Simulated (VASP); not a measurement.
Here is a VASP 6.6.1 calculation.

File INCAR:

```
SYSTEM = TaF3
PREC = Accurate ; ENCUT = 520
EDIFF = 1E-7 ; ISMEAR = 0
SIGMA = 0.15 ; LREAL = .False.
LASPH = .True. ; NELM = 60
ALGO = Normal ; ISIF = 2
LWAVE = .False. ; LCHARG = .True.
GGA = PE ; LELF = .True.
LVHAR = .True. ; NBANDS = 24
```

The input KPOINTS:

```
Automatic mesh
0
Gamma
  12 12 12
  0 0 0
```

File POSCAR:

```
TaF3
1.0
    3.9597180000      0.0000000000      0.0000000000
    0.0000000000      3.9597180000      0.0000000000
    0.0000000000      0.0000000000      3.9597180000
Ta F
1 3
Direct
    0.0000000000      0.0000000000      0.0000000000
    0.5000000000      0.0000000000      0.0000000000
    0.0000000000      0.5000000000      0.0000000000
    0.0000000000      0.0000000000      0.5000000000
```

Potentials or basis: VASP PAW PBE potentials, release 64 (Ta_pv, F).

Command:

```bash
$ cat potpaw_PBE.64/Ta_pv/POTCAR potpaw_PBE.64/F/POTCAR > POTCAR
$ mpirun -np 1 vasp_std > vasp.out
```

Q: What does it give for the pressure?

A: 17.2 GPa.

Q: Estimate the band gap on the k mesh.

A: Zero (bands 16 and 17 overlap by 2.78 eV).

Caveat: the cell differs from its parent crystal (strain +0.015 along x and y, +0.015 along z); the cell stands under pressure; spin-orbit coupling is left out, which moves the levels of the heavy elements.
